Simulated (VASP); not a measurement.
# CdTe (Fm-3m) in VASP: a series of runs, part 2 of 2

VASP 6.6.1. Earlier steps stand in the parts before.

### 4 Single point, r2SCAN+D4

This run uses another cell than the first one, of 27.78 Å³/atom, 1.042 times its volume.

Input file POSCAR:

```
CdTe
1.0
    0.0000000000      3.0284437555      3.0284437555
    3.0284437555      0.0000000000      3.0284437555
    3.0284437555      3.0284437555      0.0000000000
Cd Te
1 1
Direct
    0.5000000000      0.5000000000      0.5000000000
    0.0000000000      0.0000000000      0.0000000000
```

Input file INCAR.step1:

```
PREC = Accurate ; ENCUT = 520
ISMEAR = 0 ; SIGMA = 0.05
LREAL = False ; LASPH = True
NELM = 60 ; NBANDS = 16
GGA = PE ; ALGO = Normal
EDIFF = 1E-4 ; LWAVE = True
LCHARG = False
```

Input file INCAR.step2:

```
PREC = Accurate ; ENCUT = 520
EDIFF = 1E-6 ; ISMEAR = 0
SIGMA = 0.05 ; LREAL = False
LASPH = True ; NELM = 60
ALGO = Normal ; ISIF = 2
LWAVE = False ; LCHARG = False
METAGGA = R2SCAN ; LMIXTAU = True
IVDW = 13 ; VDW_S6 = 1.0
VDW_S8 = 0.6018749 ; VDW_A1 = 0.51559235
VDW_A2 = 5.77342911 ; NBANDS = 16
ISTART = 1
```

Input file KPOINTS:

```
Automatic mesh
0
Gamma
  6 6 6
```

On the command line:

```console
$ cat potpaw_PBE.64/Cd/POTCAR potpaw_PBE.64/Te/POTCAR > POTCAR
$ cp INCAR.step1 INCAR
$ mpirun -np 1 vasp_std > vasp.out
$ cp INCAR.step2 INCAR
$ mpirun -np 1 vasp_std > vasp.out
```

It took 22 s on 1 thread of Intel Xeon 6975P-C (Granite Rapids), shared host; peak memory 0.19 GiB.

It converged, with:

- Free energy: -46.5921 eV
- Pressure: 0.3 GPa
- Band gap on the k mesh: zero (band 9 reaches 4.07 eV, above the bottom of band 10 at 3.00 eV)
- Dispersion energy per atom: -0.152 eV

Levels at points of the mesh, in eV from the Fermi level:
| k point | band 5 | band 6 | band 7 | band 8 | band 9 | band 10 | band 11 | band 12 | band 13 | band 14 |
| --- | --- | --- | --- | --- | --- | --- | --- | --- | --- | --- |
| (0.00, 0.00, 0.00) | -8.78 | -8.78 | -0.58 | -0.58 | -0.58 | 0.95 | 7.46 | 7.46 | 7.46 | 8.34 |
| (0.50, 0.00, 0.00) | -8.70 | -8.70 | -5.45 | -0.13 | -0.13 | 3.14 | 4.28 | 4.28 | 5.28 | 10.93 |
| (0.50, 0.50, 0.00) | -8.66 | -7.86 | -4.41 | -2.28 | -2.28 | -1.09 | 4.48 | 9.99 | 9.99 | 10.76 |

Caveat: the PAW data sets were made with another functional, which shifts forces and pressure a little; spin-orbit coupling is left out, which moves the levels of the heavy elements; pairwise dispersion overbinds metals, which lowers pressure and volume.

### 5 Single point, r2SCAN+D4 (volume scaled by 1.02)

Input file POSCAR:

```
CdTe
1.0
    0.0000000000      3.0485002589      3.0485002589
    3.0485002589      0.0000000000      3.0485002589
    3.0485002589      3.0485002589      0.0000000000
Cd Te
1 1
Direct
    0.5000000000      0.5000000000      0.5000000000
    0.0000000000      0.0000000000      0.0000000000
```

Input file INCAR.step1:

```
SYSTEM = CdTe
PREC = Accurate ; ENCUT = 520
ISMEAR = 0 ; SIGMA = 0.05
LREAL = .FALSE. ; LASPH = .TRUE.
NELM = 60 ; NBANDS = 16
GGA = PE ; ALGO = Normal
EDIFF = 1E-4 ; LWAVE = .TRUE.
LCHARG = .FALSE.
```

Input file INCAR.step2:

```
SYSTEM = CdTe
PREC = Accurate ; ENCUT = 520
EDIFF = 1E-7 ; ISMEAR = 0
SIGMA = 0.05 ; LREAL = .FALSE.
LASPH = .TRUE. ; NELM = 60
ALGO = Normal ; ISIF = 2
LWAVE = .FALSE. ; LCHARG = .FALSE.
METAGGA = R2SCAN ; LMIXTAU = .TRUE.
IVDW = 13 ; VDW_S6 = 1.0
VDW_S8 = 0.6018749 ; VDW_A1 = 0.51559235
VDW_A2 = 5.77342911 ; NBANDS = 16
ISTART = 1
```

Input file KPOINTS:

```
Automatic mesh
0
G
  6 6 6
  0 0 0
```

On the command line:

```console
$ cat potpaw_PBE.64/Cd/POTCAR potpaw_PBE.64/Te/POTCAR > POTCAR
$ cp INCAR.step1 INCAR
$ mpirun -np 1 vasp_std > vasp.out
$ cp INCAR.step2 INCAR
$ mpirun -np 1 vasp_std > vasp.out
```

Wall time 22 s (1 thread of Intel Xeon 6975P-C (Granite Rapids), shared host); peak memory 0.19 GiB.

It converged, with:

| Quantity | Value |
| --- | --- |
| Free energy | -46.5901 eV |
| Pressure | -0.8 GPa |
| Band gap on the k mesh | zero (band 9 reaches 3.86 eV, above the bottom of band 10 at 2.81 eV) |
| Dispersion energy per atom | -0.149 eV |

Levels at points of the mesh, in eV from the Fermi level:
```csv
k point,band 5,band 6,band 7,band 8,band 9,band 10,band 11,band 12,band 13,band 14
"(0.00, 0.00, 0.00)",-8.74,-8.74,-0.55,-0.55,-0.55,0.85,7.45,7.45,7.45,8.28
"(0.50, 0.00, 0.00)",-8.66,-8.66,-5.33,-0.13,-0.13,3.15,4.30,4.30,5.17,10.83
"(0.50, 0.50, 0.00)",-8.62,-7.86,-4.28,-2.20,-2.20,-1.07,4.52,9.87,9.87,10.61
```

Caveat: the cell differs from its parent crystal (volume scaled by 1.02); the PAW data sets were made with another functional, which shifts forces and pressure a little; spin-orbit coupling is left out, which moves the levels of the heavy elements; pairwise dispersion overbinds metals, which lowers pressure and volume.

### 6 Single point, r2SCAN+D4 (volume scaled by 1.04)

Input file POSCAR:

```
CdTe
1.0
    0.0000000000      3.0682962698      3.0682962698
    3.0682962698      0.0000000000      3.0682962698
    3.0682962698      3.0682962698      0.0000000000
Cd Te
1 1
Direct
    0.5000000000      0.5000000000      0.5000000000
    0.0000000000      0.0000000000      0.0000000000
```

Input file INCAR.step1:

```
PREC = Accurate
ENCUT = 520
ISMEAR = 0
SIGMA = 0.05
LREAL = False
LASPH = True
NELM = 100
NBANDS = 16
GGA = PE
ALGO = Normal
EDIFF = 1E-4
LWAVE = True
LCHARG = False
```

Input file INCAR.step2:

```
PREC = Accurate
ENCUT = 520
EDIFF = 1E-6
ISMEAR = 0
SIGMA = 0.05
LREAL = False
LASPH = True
NELM = 100
ALGO = Normal
ISIF = 2
LWAVE = False
LCHARG = False
METAGGA = R2SCAN
LMIXTAU = True
IVDW = 13
VDW_S6 = 1.0
VDW_S8 = 0.6018749
VDW_A1 = 0.51559235
VDW_A2 = 5.77342911
NBANDS = 16
ISTART = 1
```

Input file KPOINTS:

```
Automatic mesh
0
Gamma
  6 6 6
```

Potentials or basis: VASP PAW PBE potentials, release 64 (Cd, Te).

On the command line:

```console
$ cat potpaw_PBE.64/Cd/POTCAR potpaw_PBE.64/Te/POTCAR > POTCAR
$ cp INCAR.step1 INCAR
$ mpirun -np 1 vasp_std > vasp.out
$ cp INCAR.step2 INCAR
$ mpirun -np 1 vasp_std > vasp.out
```

It took 20 s on 1 thread of Intel Xeon 6975P-C (Granite Rapids), shared host; peak memory 0.19 GiB.

The run converged. Its results:

```
Free energy                : -46.5811 eV
Pressure                   : -1.8 GPa
Band gap on the k mesh     : zero (band 9 reaches 3.66 eV, above the bottom of band 10 at 2.63 eV)
Dispersion energy per atom : -0.146 eV
```

Levels at points of the mesh, in eV from the Fermi level:
| k point | band 6 | band 7 | band 8 | band 9 | band 10 | band 11 | band 12 | band 13 |
| --- | --- | --- | --- | --- | --- | --- | --- | --- |
| (0.00, 0.00, 0.00) | -8.70 | -0.53 | -0.53 | -0.53 | 0.75 | 7.45 | 7.45 | 7.45 |
| (0.50, 0.00, 0.00) | -8.62 | -5.22 | -0.13 | -0.13 | 3.16 | 4.32 | 4.32 | 5.06 |
| (0.50, 0.50, 0.00) | -7.87 | -4.15 | -2.13 | -2.13 | -1.05 | 4.56 | 9.74 | 9.74 |

Caveat: the cell differs from its parent crystal (volume scaled by 1.04); the PAW data sets were made with another functional, which shifts forces and pressure a little; spin-orbit coupling is left out, which moves the levels of the heavy elements; pairwise dispersion overbinds metals, which lowers pressure and volume.

### 7 The runs side by side

| cell | gap on the mesh (eV) | pressure (GPa) |
| --- | --- | --- |
| a = 4.225 Å, angles 60.0°, 2 atoms | none | 2.8 |
| a = 4.254 Å, angles 60.0°, 2 atoms | none | 1.5 |
| a = 4.283 Å, angles 60.0°, 2 atoms | none | 0.3 |
| a = 4.311 Å, angles 60.0°, 2 atoms | none | -0.8 |
| a = 4.339 Å, angles 60.0°, 2 atoms | none | -1.8 |

Alike in all rows: task single point; level r2SCAN+D4; potentials or basis VASP PAW PBE potentials, release 64 (Cd, Te); no spin polarisation; k mesh 6 × 6 × 6; cutoff (eV) 520; smearing gaussian 0.05 eV.

Caveats: the PAW data sets were made with another functional, which shifts forces and pressure a little; spin-orbit coupling is left out, which moves the levels of the heavy elements; pairwise dispersion overbinds metals, which lowers pressure and volume.

Absolute energies hang on the potentials; compare differences alone.
